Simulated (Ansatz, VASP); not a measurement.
# Two plane-wave programs on BN

Contents of INCAR:

```
PREC = Accurate
ENCUT = 520
EDIFF = 1E-6
ISMEAR = 0
SIGMA = 0.05
LREAL = F
LASPH = T
NELM = 80
ALGO = Normal
ISIF = 2
LWAVE = F
LCHARG = F
GGA = PS
NBANDS = 26
```

The input KPOINTS:

```
regular mesh
0
Gamma
  6 6 10
```

The input POSCAR:

```
BN
1.0
    4.2663000000      0.0000000000      0.0000000000
    0.0000000000      4.2663000000      0.0000000000
    0.0000000000      0.0000000000      2.6903000000
B N
4 4
Direct
    0.1741337327      0.8258662673      0.5000000000
    0.3258662673      0.3258662673      0.0000000000
    0.6741337327      0.6741337327      0.0000000000
    0.8258662673      0.1741337327      0.5000000000
    0.8123909516      0.8123909516      0.5000000000
    0.3123909516      0.6876090484      0.0000000000
    0.6876090484      0.3123909516      0.0000000000
    0.1876090484      0.1876090484      0.5000000000
```

Input for Ansatz:

```yaml
crystal:
  lattice:
    - [4.2663, 0.0, 0.0]
    - [0.0, 4.2663, 0.0]
    - [0.0, 0.0, 2.6903]
  atoms:
    - { symbol: B, position: [0.1741337327, 0.8258662673, 0.5] }
    - { symbol: B, position: [0.3258662673, 0.3258662673, 0.0] }
    - { symbol: B, position: [0.6741337327, 0.6741337327, 0.0] }
    - { symbol: B, position: [0.8258662673, 0.1741337327, 0.5] }
    - { symbol: "N", position: [0.8123909516, 0.8123909516, 0.5] }
    - { symbol: "N", position: [0.3123909516, 0.6876090484, 0.0] }
    - { symbol: "N", position: [0.6876090484, 0.3123909516, 0.0] }
    - { symbol: "N", position: [0.1876090484, 0.1876090484, 0.5] }
basis:
  ecutwfc: 520.0
kpoints:
  mp_grid: { grid: [6, 6, 10] }
hamiltonian:
  xc: pbesol
  pseudopotentials: { kind: paw, azcp: { folder: soft_1 } }
scf:
  occupations: { method: gaussian, width: 0.05 }
output:
  forces: true
  stress: true
  eigenvalues: true
  write_density: true
  write_potential: true
  elf: true
  volumetric_format: npy
```

Alike in both runs: task single point; functional PBEsol; k mesh 6 × 6 × 10; occupations gaussian, width 0.05 eV; no spin polarisation.

|  | VASP | Ansatz |
| --- | --- | --- |
| version | VASP 6.6.1 | Ansatz 0.2.0 |
| potentials or method | VASP PAW PBE potentials, release 64 (B, N), cutoff 520 eV | scalar-relativistic, plane waves, PAW |
| valence electrons in the cell | 32 | 32 |

|  | VASP | Ansatz | Ansatz less VASP |
| --- | --- | --- | --- |
| gap on the k mesh at the Fermi level (eV) | 4.48 | 4.49 | +0.013 |
| least direct gap on the mesh (eV) | 4.72 | 4.73 | +0.005 |
| pressure (GPa) | 1.8 | 1.0 | -0.76 |
| traceless stress, the component that is largest in VASP (GPa) | -47.62 | -47.26 | +0.363 |
| rms of the force components (eV/Å) | 0.469 | 0.448 | -0.0209 |

VASP's potentials were made for PBE, not for PBEsol, and Ansatz warns of the same on its side. Atom by atom the forces differ by 0.023 eV/Å (rms over components).
